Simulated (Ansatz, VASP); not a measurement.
# One calculation of TePd, two programs

```
Pd Te
1.0
     4.15210    0.00000    0.00000
    -2.07605    3.59582    0.00000
     0.00000    0.00000    5.67190
Pd Te
2 2
Direct
  0.00000 0.00000 0.00000
  0.00000 0.00000 0.50000
  0.33333 0.66667 0.25000
  0.66667 0.33333 0.75000
```

Alike in both runs: task single point; functional LDA; k mesh 6 × 6 × 4; occupations gaussian, width 0.03 eV; collinear spin; Hubbard terms Pd d U = 1.0 eV.

|  | VASP | Ansatz |
| --- | --- | --- |
| version | VASP 6.6.1 | Ansatz 0.2.0 |
| potentials or method | VASP PAW LDA potentials, release 64 (Pd, Te), cutoff 520 eV | PAW, plane waves, scalar-relativistic |
| valence electrons in the cell | 32 | 68 |

```tsv
	VASP	Ansatz	Ansatz less VASP
pressure (GPa)	-4.4	-3.7	+0.66
traceless stress, the component that is largest in VASP (GPa)	-0.71	-0.91	-0.203
net moment per atom (μB)	0.00	0.00	-0.002
```

LDA's correlation is that of Perdew and Zunger in VASP and of Perdew and Wang (1992) in Ansatz. The programs project onto different local orbitals, so the same U acts differently, and such runs can settle in different states. VASP's potentials hold 32 valence electrons a cell and Ansatz's 68, so a difference there can come from the potentials and not from the codes. Ansatz's warnings: filled band counts differ across k points, seeded moment not kept.

Spin-orbit coupling is off throughout.
